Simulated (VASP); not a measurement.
# ZrC (Cm) in VASP: single point with LDA

Aim: the single point of ZrC with LDA.

Program: VASP 6.6.1. These are calculated values, not measurements. Logs are shortened: lines on timing, memory, paths and dates and some standing lists are left out, and cuts for length are marked.

### 1 The cell of the first run

It takes space group Cm (No. 8, monoclinic). The conventional cell has a = 4.641 Å, b = 4.641 Å, c = 3.282 Å, α = 90.00°, β = 135.00°, γ = 90.00°. Zr (site symmetry m) has 6 C at 2.13 to 2.52 Å within 2.8 Å. Within 2.8 Å of C (site symmetry m) lie 6 Zr at 2.13 to 2.52 Å.

### 2 Single point, LDA (atoms displaced along several vibrational modes)

INCAR reads:

```
SYSTEM = ZrC
ALGO = Normal
EDIFF = 1E-6
ENCUT = 520
GGA = CA
ISIF = 2
ISMEAR = 0
LASPH = .True.
LCHARG = .False.
LREAL = .False.
LWAVE = .False.
NBANDS = 15
NELM = 60
PREC = Accurate
SIGMA = 0.15
```

KPOINTS reads:

```
k-points
0
Gamma
  16 16 16
  0 0 0
```

POSCAR reads:

```
ZrC
1.0
    0.0000000000      2.3207286109      2.3207286109
    2.3207286109      0.0000000000      2.3207286109
    2.3207286109      2.3207286109      0.0000000000
Zr C
1 1
Direct
    0.4967462522      0.5032537478      0.5065046588
    0.0247120666     -0.0247120666     -0.0494025882
```

Potentials or basis: VASP PAW LDA potentials, release 64 (Zr_sv, C).

Command:

```bash
cat potpaw_LDA.64/Zr_sv/POTCAR potpaw_LDA.64/C/POTCAR > POTCAR
mpirun -np 1 vasp_std > vasp.out
```

OUTCAR:

```text
SYSTEM = ZrC
   EDIFF = 1E-6
   ENCUT = 520
   GGA = CA
   ISIF = 2
   ISMEAR = 0
   LASPH = .True.
   LREAL = .False.
   NELM = 60
   PREC = Accurate

 ion  position               nearest neighbor table
   1  0.497  0.503  0.507-   2 2.13   2 2.26   2 2.33   2 2.33   2 2.39   2 2.52
   2  0.025  0.975  0.951-   1 2.13   1 2.26   1 2.33   1 2.33   1 2.39   1 2.52

  LATTYP: Found a face centered cubic cell.
 ALAT       =     4.6414572218

  Lattice vectors:

 A1 = (   0.0000000000,   2.3207286109,   2.3207286109)
 A2 = (   2.3207286109,   0.0000000000,   2.3207286109)
 A3 = (   2.3207286109,   2.3207286109,   0.0000000000)

Analysis of symmetry for initial positions (statically):
=====================================================================
 Subroutine PRICEL returns:
 Original cell was already a primitive cell.

 Routine SETGRP: Setting up the symmetry group for a
 face centered cubic supercell.

 Subroutine GETGRP returns: Found  2 space group operations
 (whereof  2 operations were pure point group operations)
 out of a pool of 48 trial point group operations.

The static configuration has the point symmetry C_1h.

Analysis of symmetry for dynamics (positions and initial velocities):
=====================================================================
 Subroutine PRICEL returns:
 Original cell was already a primitive cell.

 Routine SETGRP: Setting up the symmetry group for a
 face centered cubic supercell.

 Subroutine GETGRP returns: Found  2 space group operations
 (whereof  2 operations were pure point group operations)
 out of a pool of 48 trial point group operations.

The dynamic configuration has the point symmetry C_1h.

 Subroutine INISYM returns: Found  2 space group operations
 (whereof  2 operations are pure point group operations),
 and found     1 'primitive' translations

----------------------------------------------------------------------------------------

                                     Primitive cell

  volume of cell :      24.9979

  direct lattice vectors                    reciprocal lattice vectors
     0.000000000  2.320728611  2.320728611    -0.215449578  0.215449578  0.215449578
     2.320728611  0.000000000  2.320728611     0.215449578 -0.215449578  0.215449578
     2.320728611  2.320728611  0.000000000     0.215449578  0.215449578 -0.215449578

  length of vectors
     3.282005876  3.282005876  3.282005876     0.373169616  0.373169616  0.373169616

  position of ions in fractional coordinates (direct lattice)
[... 90 lines left out ...]
   NELECT =      16.0000    total number of electrons
   NUPDOWN=      -1.0000    fix difference up-down
   EMIN   =  10.00;   EMAX   =-10.00  energy-range for DOS
   EFERMI =   0.00;   METHOD = LEGACY
   ISMEAR =     0;   SIGMA  =   0.15  broadening in eV -4-tet -1-fermi 0-gaus
   EFERMI_NEDOS =   21; number of points for ismear=-14 and -15
   IALGO  =     38    algorithm
   IMIX   =      4    mixing-type and parameters
     AMIX     =   0.40;   BMIX     =  1.00
     AMIX_MAG =   1.60;   BMIX_MAG =  1.00
  volume/ion in A,a.u.               =      12.50        84.35
  Fermi-wavevector in a.u.,A,eV,Ry     =   1.410849  2.666118 27.082319  1.990494
  Thomas-Fermi vector in A             =   2.532761
   LORBIT       =      0    0 simple, 1 ext, 2 COOP (PROOUT), +10 PAW based schemes
   GGA     = CA    functional components
   LHFCALC =     F    Hartree Fock is set to
   AEXX    =    0.0000 exact exchange contribution
   IVDW    =     0    specifies the selected vdW correction
   LEPSILON=     F    determine dielectric tensor
   LRPA    =     F    only Hartree local field effects (RPA)
 non-spin polarized calculation
 Gauss-broadening in eV      SIGMA  =   0.15
  energy-cutoff  :      520.00
  volume of cell :       25.00
 maximum number of plane-waves:       692
   NGX = 13   NGY = 13   NGZ = 13

 number of electron      16.0000000 magnetization

 Free energy of the ion-electron system (eV)
  ---------------------------------------------------
  ext. energy  EPLUGINS =         0.00000000
  ---------------------------------------------------
  free energy    TOTEN  =       -21.11133079 eV

  energy without entropy =      -21.10947874  energy(sigma->0) =      -21.11040476

 E-fermi :   9.9655     XC(G=0): -12.5276

 val. band max:        9.9551162505   @ k =   0.5000   0.0625   0.4375
 cond. band min:       9.9739861981   @ k =   0.0000   0.0000   0.0625
 fundamental gap:      0.0188699476
 Fermi energy:         9.9655239120

 k-point     1 :       0.0000    0.0000    0.0000
  band No.  band energies     occupation
      1     -37.7720      2.00000
      2     -15.6277      2.00000
      3     -15.6073      2.00000
      4     -15.6070      2.00000
      5      -1.3424      2.00000
      6       9.6570      1.99637
      7       9.7011      1.98734
      8      10.0659      0.34382
      9      10.9280      0.00000
     10      12.0789      0.00000
     11      12.2059      0.00000
     12      12.9857      0.00000
     13      13.8953      0.00000
     14      17.5788      0.00000
[... 401 lines left out ...]
      2     -15.7382      2.00000
      3     -15.6494      2.00000
      4     -15.6270      2.00000
      5      -1.0063      2.00000
      6       8.4716      2.00000
      7       9.2122      2.00000
      8       9.8162      1.84072
      9      11.1548      0.00000
     10      11.6050      0.00000
     11      12.4335      0.00000
     12      14.1769      0.00000
     13      15.2758      0.00000
     14      18.2884      0.00000
     15      21.2368      0.00000

 [... further k-points ...]

------------------------ aborting loop because EDIFF is reached ----------------------------------------

  FORCE on cell =-STRESS in cart. coord.  units (eV):
  Direction    XX          YY          ZZ          XY          YZ          ZX
  --------------------------------------------------------------------------------------
  -------------------------------------------------------------------------------------
  Total        1.8971911      0.1941416     -0.0351333     -0.2074860      0.0000000      0.0000000
  in kB      121.5958042     12.4430316     -2.2517839    -13.2983085      0.0000000      0.0000000
  external PRESSURE =      43.9290173 kB  Pullay stress =       0.0000000 kB

 VOLUME and BASIS-vectors are now :
 -----------------------------------------------------------------------------
  energy-cutoff  :      520.00
  volume of cell :       25.00
      direct lattice vectors                 reciprocal lattice vectors
     0.000000000  2.320728611  2.320728611    -0.215449578  0.215449578  0.215449578
     2.320728611  0.000000000  2.320728611     0.215449578 -0.215449578  0.215449578
     2.320728611  2.320728611  0.000000000     0.215449578  0.215449578 -0.215449578

 POSITION                                       TOTAL-FORCE (eV/Angst)
 -----------------------------------------------------------------------------------
      2.34338      2.32827      2.32073        -1.697662     -0.432645      0.000000
      4.46946      2.26343      2.32073         1.697662      0.432645      0.000000
 -----------------------------------------------------------------------------------
    total drift:                                0.000208      0.000033     -0.000000

  FREE ENERGIE OF THE ION-ELECTRON SYSTEM (eV)
  ---------------------------------------------------
  free  energy   TOTEN  =       -21.1113307896 eV

  energy  without entropy=      -21.1094787362  energy(sigma->0) =      -21.11040476
```

OSZICAR:

```text
N       E                     dE             d eps       ncg     rms          rms(c)
DAV:   1     0.979026840688E+02    0.97903E+02   -0.82507E+03 32996   0.105E+03
DAV:   2    -0.185825128437E+02   -0.11649E+03   -0.10913E+03 41452   0.289E+02
DAV:   3    -0.245059982016E+02   -0.59235E+01   -0.58838E+01 56513   0.550E+01
DAV:   4    -0.246337212422E+02   -0.12772E+00   -0.12766E+00 38825   0.608E+00
DAV:   5    -0.246353479952E+02   -0.16268E-02   -0.16267E-02 45040   0.578E-01    0.231E+01
DAV:   6    -0.212432168305E+02    0.33921E+01   -0.64851E+00 39867   0.231E+01    0.804E+00
DAV:   7    -0.211361353834E+02    0.10708E+00   -0.57728E-01 36840   0.614E+00    0.700E+00
DAV:   8    -0.211386598103E+02   -0.25244E-02   -0.26887E-01 44038   0.367E+00    0.468E+00
DAV:   9    -0.211113928358E+02    0.27267E-01   -0.51790E-02 39079   0.152E+00    0.360E-01
DAV:  10    -0.211113372700E+02    0.55566E-04   -0.21405E-03 42068   0.449E-01    0.354E-02
DAV:  11    -0.211113317532E+02    0.55168E-05   -0.75614E-05 40963   0.864E-02    0.116E-02
DAV:  12    -0.211113307896E+02    0.96361E-06   -0.29735E-06 39388   0.176E-02
   1 F= -.21111331E+02 E0= -.21110405E+02  d E =-.185205E-02
```

It took 5.4 min on 1 thread of AMD EPYC 7R43 (Zen 3), shared host; peak memory 0.44 GiB.

What came out:

```yaml
Free_energy: -21.1113 eV
Pressure: 4.4 GPa
Largest_force: 1.752 eV/Å
Band_gap_on_the_k_mesh: zero (bands 8 and 9 overlap by 0.63 eV)
```

Forces in eV/Å, atoms in the order of the input:
```
Zr  -1.698 -0.433  0.000
C    1.698  0.433  0.000
```

Levels at points of the mesh, in eV from the Fermi level:
| k point | band 6 | band 7 | band 8 | band 9 | band 10 | band 11 |
| --- | --- | --- | --- | --- | --- | --- |
| (0.00, 0.00, 0.00) | -0.31 | -0.26 | 0.10 | 0.96 | 2.11 | 2.24 |
| (0.50, 0.00, 0.00) | -5.48 | -3.08 | -2.97 | 4.41 | 4.58 | 5.38 |
| (0.00, 0.00, 0.50) | -5.45 | -3.15 | -3.09 | 4.46 | 4.63 | 5.36 |
| (0.50, 0.50, 0.00) | -2.63 | -2.04 | -0.08 | 0.82 | 4.86 | 5.81 |
| (0.00, 0.50, 0.50) | -2.11 | -1.87 | 0.04 | 0.14 | 4.63 | 5.81 |
| (0.50, 0.00, 0.50) | -2.58 | -2.02 | -0.04 | 0.73 | 4.83 | 5.81 |

Caveat: the cell differs from its parent crystal (atoms displaced along several vibrational modes); the stress differs along the axes, from -0 to 12 GPa; forces of over 1 eV/Å act on the atoms, so gaps and moduli don't describe the material at rest.
